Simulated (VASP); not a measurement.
Runs of VASP 6.6.1 on Al2Zn. The structure is that of space group P-3m1 (No. 164), or close to it. The cells are those of the table. 

```tsv
cell	further INCAR settings	gap on the mesh (eV)	pressure (GPa)	largest force (eV/Å)
a = 2.739, b = 2.739, c = 8.097 Å, angles 90.0, 90.0, 120.0°, 3 atoms	ALGO = Fast; EDIFF = 1e-06; NBANDS = 16	none	-6.5	-
a = 2.842, b = 2.842, c = 7.004 Å, angles 90.0, 90.0, 120.0°, 3 atoms	ALGO = Fast; EDIFF = 1e-07; NBANDS = 16	none	-5.4	0.02
a = 2.823, b = 2.823, c = 7.621 Å, angles 90.0, 90.0, 120.0°, 3 atoms	ALGO = Fast; EDIFF = 1e-06; NBANDS = 16	none	(a)	0.01
a = 3.092, b = 3.092, c = 6.353 Å, angles 90.0, 90.0, 120.0°, 3 atoms	ALGO = Fast; EDIFF = 1e-06; NBANDS = 16	none	(b)	0.11
a = 2.757, b = 2.757, c = 7.442 Å, angles 90.0, 90.0, 120.0°, 3 atoms	ALGO = Fast; EDIFF = 1e-06; NBANDS = 16	none	-4.5	0.01
```

Alike in all rows: task single point; level LDA; potentials or basis VASP PAW LDA potentials, release 64 (Al, Zn); no spin polarisation; k mesh 18 × 18 × 8; cutoff (eV) 520; smearing gaussian 0.15 eV.

Task: Fill in the values left out.

Result: (a) -8.3; (b) -7.8.

A gap of «none» marks levels without a gap at the run's occupations.
